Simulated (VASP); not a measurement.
Write the native input for VASP 6.6.1 that does the following.

* Task: relaxation of cell and atoms
* Functional: PBE
* Potentials or basis: VASP PAW PBE potentials, release 64 (Zr_sv, Ti_sv, B)
* Cutoff: 600 eV
* k mesh: 12 × 12 × 6
* Occupations: gaussian, width 0.1 eV
* Spin: no spin polarisation
* Dipole correction: no
* Further INCAR settings: ALGO = Fast; EDIFF = 1e-06; IBRION = 2; EDIFFG = -0.01; NSW = 100; ISIF = 3

The structure of Zr2TiB2 lies in POSCAR:

```
Zr2TiB2
1.0
    3.1582819323      0.0000000000      0.0000000000
   -1.5791409661      2.7351523857      0.0000000000
    0.0000000000      0.0000000000      8.5103789547
Zr Ti B
2 1 2
Direct
    0.0000000000      0.0000000000      0.7936058531
    0.0000000000      0.0000000000      0.2063941469
    0.6666666667      0.3333333333      0.5000000000
    0.3333333333      0.6666666667      0.0000000000
    0.6666666667      0.3333333333      0.0000000000
```

These files were run (other wordings do the same):

INCAR

```
SYSTEM = Zr2TiB2
PREC = Accurate
ENCUT = 600
EDIFF = 1E-6
ISMEAR = 0
SIGMA = 0.1
LREAL = .FALSE.
LASPH = .TRUE.
NELM = 80
ALGO = Fast
ISIF = 3
LWAVE = .FALSE.
LCHARG = .FALSE.
GGA = PE
IBRION = 2
NSW = 100
EDIFFG = -0.01
```

KPOINTS

```
regular mesh
0
G
  12 12 6
  0 0 0
```

Potentials or basis: VASP PAW PBE potentials, release 64 (Zr_sv, Ti_sv, B).

The run is started by

```console
$ cat potpaw_PBE.64/Zr_sv/POTCAR potpaw_PBE.64/Ti_sv/POTCAR potpaw_PBE.64/B/POTCAR > POTCAR
$ mpirun -np 1 vasp_std > vasp.out
```

It gave:

```yaml
Relaxed_volume: 14.71 Å³/atom
Relaxed_cell: a = 3.154 Å, b = 3.154 Å, c = 8.536 Å, α = 90.00°, β = 90.00°, γ = 120.00°
Space_group_after_relaxing_to_0.1_Å: P-6m2 (No. 187)
Energy_gained_by_relaxing: 0.1 meV/atom
Ionic_steps: 6
Pressure_after_relaxing: 0.1 GPa
Largest_force_after_relaxing: 0.008 eV/Å
Band_gap_on_the_k_mesh: zero (bands 21 and 22 overlap by 1.04 eV)
```

Wall time 19 min on 1 thread of Intel(R) Xeon(R) 6975P-C (Granite Rapids), with other jobs on the host, peak memory 0.36 GiB.
